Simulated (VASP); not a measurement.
A run of VASP 6.6.1 is set up as follows.

INCAR

```
PREC = Accurate ; ENCUT = 600
EDIFF = 1E-7 ; ISMEAR = 0
SIGMA = 0.1 ; LREAL = False
LASPH = True ; NELM = 80
ALGO = Fast ; ISIF = 3
LWAVE = False ; LCHARG = False
GGA = PS ; IBRION = 2
NSW = 100 ; EDIFFG = -0.005
```

Contents of KPOINTS:

```
regular mesh
0
Gamma
  18 18 10
```

Contents of POSCAR:

```
Ti
1.0
    2.9500000000      0.0000000000      0.0000000000
   -1.4750000000      2.5547749412      0.0000000000
    0.0000000000      0.0000000000      4.6800000000
Ti
2
Direct
    0.3333333333      0.6666666667      0.2500000000
    0.6666666667      0.3333333333      0.7500000000
```

Potentials or basis: VASP PAW PBE potentials, release 64 (Ti_sv).

Command:

```console
$ cat potpaw_PBE.64/Ti_sv/POTCAR > POTCAR
$ mpirun -np 1 vasp_std > vasp.out
```

**Question.** Estimate the space group after relaxing (to 0.1 Å).

**Answer.** P6_3/mmc (No. 194).

**Question.** Estimate the relaxed cell.

**Answer.** a = 2.898 Å, b = 2.898 Å, c = 4.586 Å, α = 90.00°, β = 90.00°, γ = 120.00°.

Final structure:
```yaml
crystal:
  lattice:
    - [2.89770, 0.00000, 0.00000]
    - [-1.44885, 2.50948, 0.00000]
    - [0.00000, 0.00000, 4.58567]
  atoms:
    - { symbol: Ti, position: [0.33333, 0.66667, 0.25000] }
    - { symbol: Ti, position: [0.66667, 0.33333, 0.75000] }
```
